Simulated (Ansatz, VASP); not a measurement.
## Two plane-wave programs on InAs

File INCAR:

```
ALGO = Normal
EDIFF = 1E-6
ENCUT = 500
GGA = PE
GGA_COMPAT = False
ISIF = 2
ISMEAR = 0
LASPH = True
LCHARG = False
LREAL = False
LWAVE = False
NBANDS = 16
NELM = 120
PREC = Accurate
SIGMA = 0.1
```

File KPOINTS:

```
k-points
0
Gamma
  2 2 2
```

Contents of POSCAR:

```
InAs
1.0
    0.0000000000      2.8773040000      2.8773040000
    2.8773040000      0.0000000000      2.8773040000
    2.8773040000      2.8773040000      0.0000000000
In As
1 1
Direct
    0.5000000000      0.5000000000      0.5000000000
    0.0000000000      0.0000000000      0.0000000000
```

Input for Ansatz:

```yaml
crystal:
  lattice:
    - [0.0, 2.877304, 2.877304]
    - [2.877304, 0.0, 2.877304]
    - [2.877304, 2.877304, 0.0]
  atoms:
    - { symbol: In, position: [0.5, 0.5, 0.5] }
    - { symbol: As, position: [0.0, 0.0, 0.0] }
basis:
  ecutwfc: 420
kpoints:
  mp_grid: { grid: [2, 2, 2] }
hamiltonian:
  xc: pbe
scf:
  occupations: { method: gaussian, width: 0.1 }
  eigensolver: { mixed_precision: false }
  convergence: { dr2_threshold: "1e-13 eV" }
  max_iter: 94
output:
  forces: true
  stress: true
  eigenvalues: true
```

Alike in both runs: task single point; functional PBE; k mesh 2 × 2 × 2; occupations gaussian, width 0.1 eV; no spin polarisation.

|  | VASP | Ansatz |
| --- | --- | --- |
| version | VASP 6.6.1 | Ansatz 0.2.0 |
| potentials or method | VASP PAW PBE potentials, release 64 (In_d, As), cutoff 500 eV | scalar-relativistic, plane waves, PAW |
| valence electrons in the cell | 18 | 28 |

VASP gave:

- gap on the k mesh at the Fermi level (eV): none
- pressure (GPa): 11.6

Which values does Ansatz return?

gap on the k mesh at the Fermi level (eV): none; pressure (GPa): 11.5.

A gap of «none» marks a metal or a gap that the smearing closes. VASP's potentials hold 18 valence electrons a cell and Ansatz's 28, so a difference there can come from the potentials and not from the codes.

The k mesh is coarse, so the values compare programs but aren't converged.
